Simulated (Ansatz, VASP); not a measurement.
AlNi: VASP beside Ansatz

```
CELL_PARAMETERS angstrom
2.88100 0.00000 0.00000
0.00000 2.88100 0.00000
0.00000 0.00000 2.88100
ATOMIC_POSITIONS crystal
Ni 0.50000 0.50000 0.50000
Al 0.00000 0.00000 0.00000
```

Alike in both runs: task single point; functional PBE; k mesh 8 × 8 × 8; occupations fermi-dirac, width 0.05 eV; collinear spin.

|  | VASP | Ansatz |
| --- | --- | --- |
| version | VASP 6.6.1 | Ansatz 0.2.0 |
| potentials or method | VASP PAW PBE potentials, release 64 (Ni, Al) | Ansatz PAW |
| plane-wave cutoff (eV) | 520 | 420 |
| valence electrons in the cell | 13 | 21 |

|  | VASP | Ansatz | Ansatz less VASP |
| --- | --- | --- | --- |
| gap on the k mesh at the Fermi level (eV) | none | none | - |
| pressure (GPa) | 2.2 | 2.2 | -0.02 |
| net moment per atom (μB) | 0.00 | 0.00 | 0.000 |

A gap of «none» marks a metal or a gap that the smearing closes. With one functional, cell and mesh, what is left measures potentials, basis and numerics. VASP's potentials hold 13 valence electrons a cell and Ansatz's 21, so a difference there can come from the potentials and not from the codes.
